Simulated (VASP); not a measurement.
A run of VASP 6.6.1 is set up as follows.

INCAR

```
SYSTEM = Mg
PREC = Accurate
ENCUT = 600
EDIFF = 1E-6
ISMEAR = -1
SIGMA = 0.15
LREAL = .FALSE.
LASPH = .TRUE.
NELM = 100
ALGO = Normal
ISIF = 3
LWAVE = .FALSE.
LCHARG = .FALSE.
GGA = CA
IBRION = 2
NSW = 80
EDIFFG = -0.001
```

KPOINTS

```
Automatic mesh
0
G
  12 12 8
  0 0 0
```

POSCAR

```
Mg
1.0
    3.1506839799      0.0000000000      0.0000000000
   -1.5753419899      2.7285723659      0.0000000000
    0.0000000000      0.0000000000      5.0241571645
Mg
2
Direct
    0.3333333333      0.6666666667      0.2500000000
    0.6666666667      0.3333333333      0.7500000000
```

Potentials or basis: VASP PAW LDA potentials, release 64 (Mg).

Command:

```bash
$ cat potpaw_LDA.64/Mg/POTCAR > POTCAR
$ mpirun -np 1 vasp_std > vasp.out
```

Task: Estimate the relaxed cell.

Result: a = 3.138 Å, b = 3.138 Å, c = 5.036 Å, α = 90.00°, β = 90.00°, γ = 120.00°.

Task: Predict the space group after relaxing (to 0.05 Å).

Result: P6_3/mmc (No. 194).

Task: What does it give for the relaxed volume?

Result: 21.47 Å³/atom.

Final structure:
```
Mg
1.0
     3.13798    0.00000    0.00000
    -1.56899    2.71757    0.00000
     0.00000    0.00000    5.03615
Mg
2
Direct
  0.33333 0.66667 0.25000
  0.66667 0.33333 0.75000
```

LDA usually gives volumes a few per cent too small. Zero-point motion and thermal expansion aren't in these numbers.
